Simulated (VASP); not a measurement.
# SiC (P6_3mc) in VASP: notebook

SiC is run at these levels: LDA; tasks: single point.

All numbers are computed with VASP 6.6.1; they aren't measurements. Logs are shortened: lines on timing, memory, paths and dates and some standing lists are left out, and cuts for length are marked.

**1. The cell of the first run**

Symmetry: P6_3mc, No. 186, hexagonal system. Conventional cell: a = 3.028 Å, b = 3.028 Å, c = 4.967 Å, α = 90.00°, β = 90.00°, γ = 120.00°. Within 2.5 Å of Si (site symmetry 3m) lie 4 C at 1.85 to 1.87 Å. Within 2.5 Å of C (site symmetry 3m) lie 4 Si at 1.85 to 1.87 Å.

**2. Single point, LDA**

INCAR reads:

```
SYSTEM = SiC
PREC = Accurate ; ENCUT = 520
EDIFF = 1E-6 ; ISMEAR = 0
SIGMA = 0.01 ; LREAL = .FALSE.
LASPH = .TRUE. ; NELM = 80
ALGO = Normal ; ISIF = 2
LWAVE = .FALSE. ; LCHARG = .FALSE.
NBANDS = 16
```

KPOINTS reads:

```
Automatic mesh
0
G
  8 8 4
  0 0 0
```

POSCAR reads:

```
SiC
1.0
    3.0275844911      0.0000000000      0.0000000000
   -1.5137922456      2.6219650814      0.0000000000
    0.0000000000      0.0000000000      4.9669689056
Si C
2 2
Direct
    0.3333333333      0.6666666667      0.0045923588
    0.6666666667      0.3333333333      0.5045923588
    0.3333333333      0.6666666667      0.3804076412
    0.6666666667      0.3333333333      0.8804076412
```

Potentials or basis: VASP PAW LDA potentials, release 64 (Si, C).

Launch:

```console
$ cat potpaw_LDA.64/Si/POTCAR potpaw_LDA.64/C/POTCAR > POTCAR
$ mpirun -np 1 vasp_std > vasp.out
```

OUTCAR:

```text
SYSTEM = SiC
   PREC = Accurate
   ENCUT = 520
   EDIFF = 1E-6
   ISMEAR = 0
   LREAL = .FALSE.
   LASPH = .TRUE.
   NELM = 80
   ISIF = 2

 ion  position               nearest neighbor table
   1  0.333  0.667  0.005-   4 1.85   4 1.85   4 1.85   3 1.87   2 3.04   2 3.04   2 3.04   2 3.04
                             2 3.04   2 3.04
   2  0.667  0.333  0.505-   3 1.85   3 1.85   3 1.85   4 1.87   1 3.04   1 3.04   1 3.04   1 3.04
                             1 3.04   1 3.04
   3  0.333  0.667  0.380-   2 1.85   2 1.85   2 1.85   1 1.87
   4  0.667  0.333  0.880-   1 1.85   1 1.85   1 1.85   2 1.87

  LATTYP: Found a hexagonal cell.
 ALAT       =     3.0275844911
 C/A-ratio  =     1.6405715250

  Lattice vectors:

 A1 = (   3.0275844911,   0.0000000000,   0.0000000000)
 A2 = (  -1.5137922456,   2.6219650814,   0.0000000000)
 A3 = (   0.0000000000,   0.0000000000,   4.9669689056)

Analysis of symmetry for initial positions (statically):
=====================================================================
 Subroutine PRICEL returns:
 Original cell was already a primitive cell.

 Routine SETGRP: Setting up the symmetry group for a
 hexagonal supercell.

 Subroutine GETGRP returns: Found 12 space group operations
 (whereof  6 operations were pure point group operations)
 out of a pool of 24 trial point group operations.

The static configuration has the point symmetry C_3v.
 The point group associated with its full space group is C_6v.

Analysis of symmetry for dynamics (positions and initial velocities):
=====================================================================
 Subroutine PRICEL returns:
 Original cell was already a primitive cell.

 Routine SETGRP: Setting up the symmetry group for a
 hexagonal supercell.

 Subroutine GETGRP returns: Found 12 space group operations
 (whereof  6 operations were pure point group operations)
 out of a pool of 24 trial point group operations.

The dynamic configuration has the point symmetry C_3v.
 The point group associated with its full space group is C_6v.

 Subroutine INISYM returns: Found 12 space group operations
 (whereof  6 operations are pure point group operations),
 and found     1 'primitive' translations

----------------------------------------------------------------------------------------

                                     Primitive cell

  volume of cell :      39.4289

  direct lattice vectors                    reciprocal lattice vectors
     3.027584491  0.000000000  0.000000000     0.330296315  0.190696666  0.000000000
    -1.513792246  2.621965081  0.000000000     0.000000000  0.381393332  0.000000000
     0.000000000  0.000000000  4.966968906     0.000000000  0.000000000  0.201330030

  length of vectors
     3.027584491  3.027584491  4.966968906     0.381393332  0.381393332  0.201330030

  position of ions in fractional coordinates (direct lattice)
     0.333333333  0.666666667  0.004592359
     0.666666667  0.333333333  0.504592359
     0.333333333  0.666666667  0.380407641
     0.666666667  0.333333333  0.880407641

  ion indices of the primitive-cell ions
   primitive index   ion index
                 1           1
                 2           2
                 3           3
                 4           4

----------------------------------------------------------------------------------------

 KPOINTS: Automatic mesh

Automatic generation of k-mesh.
 Grid dimensions read from file:
 generate k-points for:    8    8    4

 Generating k-lattice:

  Cartesian coordinates                     Fractional coordinates (reciprocal lattice)
     0.041287039  0.023837083  0.000000000     0.125000000  0.000000000  0.000000000
     0.000000000  0.047674167  0.000000000     0.000000000  0.125000000  0.000000000
     0.000000000  0.000000000  0.050332508     0.000000000  0.000000000  0.250000000

  Length of vectors
     0.047674167  0.047674167  0.050332508

  Shift w.r.t. Gamma in fractional coordinates (k-lattice)
     0.000000000  0.000000000  0.000000000

 Subroutine IBZKPT returns following result:
 ===========================================

 Found     30 irreducible k-points:

 Following reciprocal coordinates:
            Coordinates               Weight
  0.000000  0.000000  0.000000      1.000000
  0.125000  0.000000  0.000000      6.000000
  0.250000  0.000000  0.000000      6.000000
  0.375000  0.000000  0.000000      6.000000
  0.500000  0.000000  0.000000      3.000000
  0.125000  0.125000  0.000000      6.000000
[... 16 lines left out ...]
  0.250000  0.000000  0.500000      6.000000
  0.375000  0.000000  0.500000      6.000000
 [... further k-points ...]
   k-points           NKPTS =     30   k-points in BZ     NKDIM =     30   number of bands    NBANDS=     16
   number of dos      NEDOS =    301   number of ions     NIONS =      4
   total plane-waves  NPLWV =  23040
   dimension x,y,z NGX =    24 NGY =   24 NGZ =   40
   dimension x,y,z NGXF=    48 NGYF=   48 NGZF=   80
   ions per type =               2   2
   NGX,Y,Z   is equivalent  to a cutoff of  13.18, 13.18, 13.39 a.u.
   NGXF,Y,Z  is equivalent  to a cutoff of  26.36, 26.36, 26.78 a.u.
 SYSTEM =  SiC
   PREC   = accura    normal or accurate (medium, high low for compatibility)
   ISTART =      0    job   : 0-new  1-cont  2-samecut
   ICHARG =      2    charge: 1-file 2-atom 10-const
   ISPIN  =      1    spin polarized calculation?
   LNONCOLLINEAR =      F non collinear calculations
   LSORBIT =      F    spin-orbit coupling
   LASPH  =      T    aspherical Exc in radial PAW
   ENCUT  =  520.0 eV  38.22 Ry    6.18 a.u.   5.63  5.63  9.24*2*pi/ulx,y,z
   NELM   =     80;   NELMIN=  2; NELMDL= -5     # of ELM steps
   EDIFF  = 0.1E-05   stopping-criterion for ELM
   LREAL  =      F    real-space projection
   EDIFFG = 0.1E-04   stopping-criterion for IOM
   NSW    =      0    number of steps for IOM
   IBRION =     -1    ionic relax: 0-MD 1-quasi-New 2-CG
   NFREE  =      0    steps in history (QN), initial steepest desc. (CG)
   ISIF   =      2    stress and relaxation
   ISYM   =      2    0-nonsym 1-usesym 2-fastsym
   POTIM  = 0.5000    time-step for ionic-motion
   TEBEG  =    0.0;   TEEND  =   0.0 temperature during run
   PSTRESS=    0.0 pullay stress
   NELECT =      16.0000    total number of electrons
   NUPDOWN=      -1.0000    fix difference up-down
   EMIN   =  10.00;   EMAX   =-10.00  energy-range for DOS
   EFERMI =   0.00;   METHOD = LEGACY
   ISMEAR =     0;   SIGMA  =   0.01  broadening in eV -4-tet -1-fermi 0-gaus
   EFERMI_NEDOS =   21; number of points for ismear=-14 and -15
   IALGO  =     38    algorithm
   IMIX   =      4    mixing-type and parameters
     AMIX     =   0.40;   BMIX     =  1.00
     AMIX_MAG =   1.60;   BMIX_MAG =  1.00
  volume/ion in A,a.u.               =       9.86        66.52
  Fermi-wavevector in a.u.,A,eV,Ry     =   1.212020  2.290387 19.986871  1.468994
  Thomas-Fermi vector in A             =   2.347518
   LORBIT       =      0    0 simple, 1 ext, 2 COOP (PROOUT), +10 PAW based schemes
   GGA     = CA    functional components
   LHFCALC =     F    Hartree Fock is set to
   AEXX    =    0.0000 exact exchange contribution
   IVDW    =     0    specifies the selected vdW correction
   LEPSILON=     F    determine dielectric tensor
   LRPA    =     F    only Hartree local field effects (RPA)
 non-spin polarized calculation
 Gauss-broadening in eV      SIGMA  =   0.01
  energy-cutoff  :      520.00
  volume of cell :       39.43
 maximum number of plane-waves:      1099
 NGX is ok and might be reduce to    24
   NGX = 11   NGY = 11   NGZ = 19

 number of electron      15.9999997 magnetization

 Free energy of the ion-electron system (eV)
  ---------------------------------------------------
  ext. energy  EPLUGINS =         0.00000000
  ---------------------------------------------------
  free energy    TOTEN  =       -33.24715499 eV

  energy without entropy =      -33.24715499  energy(sigma->0) =      -33.24715499

 E-fermi :   8.8156     XC(G=0): -11.7559

 val. band max:        8.7732998438   @ k =   0.0000   0.0000   0.0000
 cond. band min:      11.1091063268   @ k =   0.3750   0.2500   0.0000
 fundamental gap:      2.3358064830
 Fermi energy:         8.8156016928

 k-point     1 :       0.0000    0.0000    0.0000
  band No.  band energies     occupation
      1      -7.0926      2.00000
      2      -3.2892      2.00000
      3      -0.2230      2.00000
      4       7.4334      2.00000
      5       7.4334      2.00000
      6       8.6595      2.00000
[... 8 lines left out ...]
     15      17.9569      0.00000
     16      20.3272      0.00000

 k-point     2 :       0.1250    0.0000    0.0000
  band No.  band energies     occupation
      1      -6.8108      2.00000
      2      -3.0489      2.00000
      3       0.0398      2.00000
      4       6.0281      2.00000
      5       6.9791      2.00000
      6       7.8321      2.00000
[... 8 lines left out ...]
     15      18.5577      0.00000
     16      18.7460      0.00000

 k-point     3 :       0.2500    0.0000    0.0000
  band No.  band energies     occupation
      1      -5.9821      2.00000
      2      -2.3819      2.00000
      3       0.7738      2.00000
      4       3.5107      2.00000
      5       5.8302      2.00000
      6       6.1745      2.00000
[... 8 lines left out ...]
     15      19.0656      0.00000
     16      19.7436      0.00000

 k-point     4 :       0.3750    0.0000    0.0000
  band No.  band energies     occupation
      1      -4.6878      2.00000
      2      -1.6871      2.00000
      3       1.0047      2.00000
      4       2.3359      2.00000
      5       3.7173      2.00000
      6       5.5665      2.00000
[... 8 lines left out ...]
     15      20.3055      0.00000
     16      21.1653      0.00000

 k-point     5 :       0.5000    0.0000    0.0000
  band No.  band energies     occupation
      1      -3.5696      2.00000
      2      -2.0828      2.00000
      3       0.9115      2.00000
      4       2.3848      2.00000
      5       3.1591      2.00000
      6       5.3197      2.00000
[... 8 lines left out ...]
     15      19.4341      0.00000
     16      21.4596      0.00000

 k-point     6 :       0.1250    0.1250    0.0000
  band No.  band energies     occupation
      1      -6.2550      2.00000
      2      -2.5923      2.00000
      3       0.5438      2.00000
      4       4.4818      2.00000
      5       5.6239      2.00000
      6       6.9162      2.00000
[... 8 lines left out ...]
     15      18.8547      0.00000
     16      19.2335      0.00000
[... 267 lines left out ...]
 k-point    21 :       0.0000    0.0000    0.5000
  band No.  band energies     occupation
      1      -5.8447      2.00000
      2      -5.8447      2.00000
      3       4.2644      2.00000
      4       4.2644      2.00000
      5       8.0506      2.00000
      6       8.0506      2.00000
[... 8 lines left out ...]
     15      18.2082      0.00000
     16      18.2082      0.00000

 k-point    22 :       0.1250    0.0000    0.5000
  band No.  band energies     occupation
      1      -5.5706      2.00000
      2      -5.5706      2.00000
      3       4.3498      2.00000
      4       4.3498      2.00000
      5       6.9436      2.00000
      6       6.9436      2.00000
[... 8 lines left out ...]
     15      18.7027      0.00000
     16      18.7027      0.00000

 k-point    23 :       0.2500    0.0000    0.5000
  band No.  band energies     occupation
      1      -4.7698      2.00000
      2      -4.7698      2.00000
      3       3.6906      2.00000
      4       3.6906      2.00000
      5       5.7220      2.00000
      6       5.7220      2.00000
[... 8 lines left out ...]
     15      19.5083      0.00000
     16      19.5083      0.00000

 k-point    24 :       0.3750    0.0000    0.5000
  band No.  band energies     occupation
      1      -3.5546      2.00000
      2      -3.5546      2.00000
      3       1.5715      2.00000
      4       1.5715      2.00000
      5       6.0967      2.00000
      6       6.0967      2.00000
[... 8 lines left out ...]
     15      20.6965      0.00000
     16      20.6965      0.00000

 [... further k-points ...]
[... 5 lines left out ...]
  --------------------------------------------------------------------------------------
  -------------------------------------------------------------------------------------
  Total        1.8211285      1.8211285      1.8297553     -0.0000000      0.0000000      0.0000000
  in kB       74.0008229     74.0008229     74.3513699     -0.0000000      0.0000000      0.0000000
  external PRESSURE =      74.1176719 kB  Pullay stress =       0.0000000 kB

 VOLUME and BASIS-vectors are now :
 -----------------------------------------------------------------------------
  energy-cutoff  :      520.00
  volume of cell :       39.43
      direct lattice vectors                 reciprocal lattice vectors
     3.027584491  0.000000000  0.000000000     0.330296315  0.190696666  0.000000000
    -1.513792246  2.621965081  0.000000000     0.000000000  0.381393332  0.000000000
     0.000000000  0.000000000  4.966968906     0.000000000  0.000000000  0.201330030

 POSITION                                       TOTAL-FORCE (eV/Angst)
 -----------------------------------------------------------------------------------
     -0.00000      1.74798      0.02281        -0.000000      0.000000     -0.000223
      1.51379      0.87399      2.50629         0.000000     -0.000000     -0.000223
     -0.00000      1.74798      1.88947         0.000000     -0.000000      0.000223
      1.51379      0.87399      4.37296        -0.000000      0.000000      0.000223
 -----------------------------------------------------------------------------------
    total drift:                                0.000000      0.000000     -0.000160

  FREE ENERGIE OF THE ION-ELECTRON SYSTEM (eV)
  ---------------------------------------------------
  free  energy   TOTEN  =       -33.2471549920 eV

  energy  without entropy=      -33.2471549920  energy(sigma->0) =      -33.24715499
```

It took 25 s on 1 thread of Intel Xeon 8259CL, shared host; peak memory 0.11 GiB.

Results:

```yaml
Free_energy: -33.2472 eV
Pressure: 7.4 GPa
Band_gap_on_the_k_mesh: 2.34 eV, indirect (least direct gap 3.96 eV)
```

A k mesh can miss the band edges. As with any semilocal functional, this LDA gap is likely too small.

**3. Single point, LDA**

INCAR reads:

```
PREC = Accurate
ENCUT = 520
EDIFF = 1E-7
ISMEAR = 0
SIGMA = 0.01
LREAL = False
LASPH = True
NELM = 80
ALGO = Normal
ISIF = 2
LWAVE = False
LCHARG = False
GGA = CA
NBANDS = 16
```

KPOINTS reads:

```
Automatic mesh
0
Gamma
  8 8 4
```

POSCAR is that of step 2.

Potentials or basis: VASP PAW LDA potentials, release 64 (Si, C).

Launch:

```console
$ cat potpaw_LDA.64/Si/POTCAR potpaw_LDA.64/C/POTCAR > POTCAR
$ mpirun -np 1 vasp_std > vasp.out
```

Wall time 28 s (1 thread of Intel Xeon 8259CL, shared host); peak memory 0.11 GiB.

The run converged. Its results:

* Free energy: -33.2472 eV
* Pressure: 7.4 GPa
* Band gap on the k mesh: 2.34 eV, indirect (least direct gap 3.96 eV)

Levels at points of the mesh, in eV from the valence-band top:
```
           k point  band 6  band 7  band 8  band 9  band 10  band 11
(0.00, 0.00, 0.00)   -0.11    0.00    0.00    5.17     6.72     6.84
(0.50, 0.00, 0.00)   -3.45   -3.42   -1.21    2.76     4.19     7.18
(0.00, 0.00, 0.50)   -0.72   -0.72   -0.72    6.24     6.24     7.50
(0.50, 0.00, 0.50)   -2.52   -2.37   -2.37    3.32     3.32     5.36
```

(Part 1 of 2 ends here.)
